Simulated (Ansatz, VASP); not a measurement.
Ni: VASP beside Ansatz

```xyz
4
Lattice="2.4368 0.0000 0.0000 -1.2184 2.1104 0.0000 0.0000 0.0000 7.9761" Properties=species:S:1:pos:R:3 pbc="T T T"
Ni    0.0000    0.0000    7.9761
Ni    0.0000    0.0000    3.9880
Ni    0.0000    1.4069    1.9940
Ni    1.2184    0.7035    5.9821
```

Alike in both runs: task single point; functional revPBE; k mesh 16 × 16 × 5; occupations fermi-dirac, width 0.05 eV; collinear spin.

|  | VASP | Ansatz |
| --- | --- | --- |
| version | VASP 6.6.1 | Ansatz 0.2.0 |
| potentials or method | VASP PAW PBE potentials, release 64 (Ni), cutoff 520 eV | plane waves (420 eV) with PAW, scalar-relativistic |
| valence electrons in the cell | 40 | 72 |

```tsv
	VASP	Ansatz	Ansatz less VASP
pressure (GPa)	18.2	18.4	+0.19
traceless stress, the component that is largest in VASP (GPa)	0.48	0.46	-0.027
net moment per atom (μB)	0.59	0.60	+0.009
size of the moment on the site where the two differ most (μB)	0.61	0.65	+0.040
```

VASP's potentials were made for PBE, not for revPBE. Site moments also hang on the region over which each program counts them. VASP's potentials hold 40 valence electrons a cell and Ansatz's 72, so a difference there can come from the potentials and not from the codes.
